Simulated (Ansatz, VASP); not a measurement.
## MgAu: VASP beside Ansatz

```
Mg Au
1.0
     3.26983    0.00000    0.00000
     0.00000    3.26983    0.00000
     0.00000    0.00000    3.26983
Mg Au
1 1
Direct
  0.50000 0.50000 0.50000
  0.00000 0.00000 0.00000
```

Change from the starting cell: volume scaled by 1.01.

Alike in both runs: task single point; functional LDA; k mesh 13 × 13 × 13; occupations fermi-dirac, width 0.05 eV; no spin polarisation.

```csv
,VASP,Ansatz
version,VASP 6.6.1,Ansatz 0.2.0
potentials or method,"VASP PAW LDA potentials, release 64 (Mg, Au), cutoff 520 eV","all-electron LAPW, scalar-relativistic"
```

|  | VASP | Ansatz | Ansatz less VASP |
| --- | --- | --- | --- |
| pressure (GPa) | -4.7 | -4.3 | +0.39 |

LDA's correlation is that of Perdew and Zunger in VASP and of Perdew and Wang (1992) in Ansatz. Ansatz ran all-electron here, and VASP with PAW potentials.

Spin-orbit coupling is off throughout.
